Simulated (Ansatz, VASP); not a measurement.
## NaF: VASP beside Ansatz

```
CELL_PARAMETERS angstrom
0.00000 2.32000 2.32000
2.32000 0.00000 2.32000
2.32000 2.32000 0.00000
ATOMIC_POSITIONS crystal
Na 0.00000 0.00000 0.00000
F 0.50000 0.50000 0.50000
```

Alike in both runs: task relaxation of cell and atoms; functional LDA; k mesh 8 × 8 × 8; occupations gaussian, width 0.02 eV; no spin polarisation.

|  | VASP | Ansatz |
| --- | --- | --- |
| version | VASP 6.6.1 | Ansatz 0.2.0 |
| potentials or method | VASP PAW LDA potentials, release 64 (Na_pv, F), cutoff 600 eV | scalar-relativistic, plane waves, PAW |
| valence electrons in the cell | 14 | 16 |

|  | VASP | Ansatz | Ansatz less VASP |
| --- | --- | --- | --- |
| gap on the k mesh at the Fermi level, each at its own relaxed structure (eV) | 6.46 | 6.46 | -0.008 |
| relaxed volume (Å³/atom) | 11.37 | 11.42 | +0.052 |
| relaxed cell length with the largest relative difference (Å) | 3.180 | 3.185 | +0.0048 |

LDA's correlation is that of Perdew and Zunger in VASP and of Perdew and Wang (1992) in Ansatz. VASP's potentials hold 14 valence electrons a cell and Ansatz's 16, so a difference there can come from the potentials and not from the codes.
